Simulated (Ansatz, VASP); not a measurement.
# Two plane-wave programs on WC

INCAR

```
SYSTEM = WC
PREC = Accurate ; ENCUT = 520
EDIFF = 1E-6 ; ISMEAR = 0
SIGMA = 0.15 ; LREAL = .FALSE.
LASPH = .TRUE. ; NELM = 100
ALGO = Normal ; ISIF = 2
LWAVE = .FALSE. ; LCHARG = .TRUE.
GGA = PS ; LELF = .TRUE.
LVHAR = .TRUE. ; NBANDS = 16
```

File KPOINTS:

```
Automatic mesh
0
G
  24 24 22
  0 0 0
```

Contents of POSCAR:

```
WC
1.0
    2.6665405736      0.0000000000      0.0000000000
   -1.3332702868      2.3092918770      0.0000000000
    0.0000000000      0.0000000000      2.6014029513
W C
1 1
Direct
    0.0000000000      0.0000000000      0.0000000000
    0.6666666667      0.3333333333      0.5000000000
```

Input for Ansatz:

```yaml
crystal:
  lattice:
    - [2.6665405736, 0.0, 0.0]
    - [-1.3332702868, 2.309291877, 0.0]
    - [0.0, 0.0, 2.6014029513]
  atoms:
    - { symbol: W, position: [0.0, 0.0, 0.0] }
    - { symbol: C, position: [0.6666666667, 0.3333333333, 0.5] }
basis:
  ecutwfc: 420
kpoints:
  mp_grid: { grid: [24, 24, 22] }
hamiltonian:
  xc: pbesol
scf:
  occupations: { method: gaussian, width: 0.15 }
output:
  forces: true
  stress: true
  eigenvalues: true
```

Change from the starting cell: strain -0.080 along x and y, -0.080 along z, atoms carried along.

Alike in both runs: task single point; functional PBEsol; k mesh 24 × 24 × 22; occupations gaussian, width 0.15 eV; no spin polarisation.

```csv
,VASP,Ansatz
version,VASP 6.6.1,Ansatz 0.2.0
potentials or method,"VASP PAW PBE potentials, release 64 (W_sv, C), cutoff 520 eV","scalar-relativistic, plane waves, PAW"
valence electrons in the cell,18,18
```

```csv
,VASP,Ansatz,Ansatz less VASP
gap on the k mesh at the Fermi level (eV),none,none,-
pressure (GPa),176.1,171.6,-4.50
"traceless stress, the component that is largest in VASP (GPa)",17.01,16.37,-0.640
```

VASP's potentials were made for PBE, not for PBEsol. A gap of «none» marks a metal or a gap that the smearing closes. Both programs put the cell under a high pressure, so it lies far from rest at this level.

Spin-orbit coupling is off throughout. Noted on VASP's run: the cell as given lies far from equilibrium.
